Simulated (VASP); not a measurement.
Runs of VASP 6.6.1 on TiO2. The structure is that of space group R-3m (No. 166), or close to it. The cells are those of the table. 

```csv
cell,gap on the mesh (eV),pressure (GPa),largest force (eV/Å)
"a = 6.201 Å, angles 28.1°, 3 atoms",2.60,-14.4,(d)
"a = 5.900 Å, angles 31.7°, 3 atoms",2.39,-24.1,2.72
"a = 5.875 Å, angles 30.4°, 3 atoms",(c),(a),2.32
"a = 5.567 Å, angles 33.6°, 3 atoms",(b),-22.1,1.89
"a = 6.212 Å, angles 28.7°, 3 atoms",2.50,-19.2,3.25
```

Alike in all rows: task single point; level PBE+D3(BJ)+U; potentials or basis VASP PAW PBE potentials, release 64 (Ti_sv, O); no spin polarisation; Ti d U = 4.0 eV; k mesh 9 × 9 × 9; cutoff (eV) 520; smearing gaussian 0.05 eV.

Task: Fill in the values left out.

Result: (a) -16.2; (b) 2.40; (c) 2.68; (d) 3.05.

Caveats: forces of over 1 eV/Å act on the atoms, so gaps and moduli don't describe the material at rest.

A k mesh can miss the band edges.
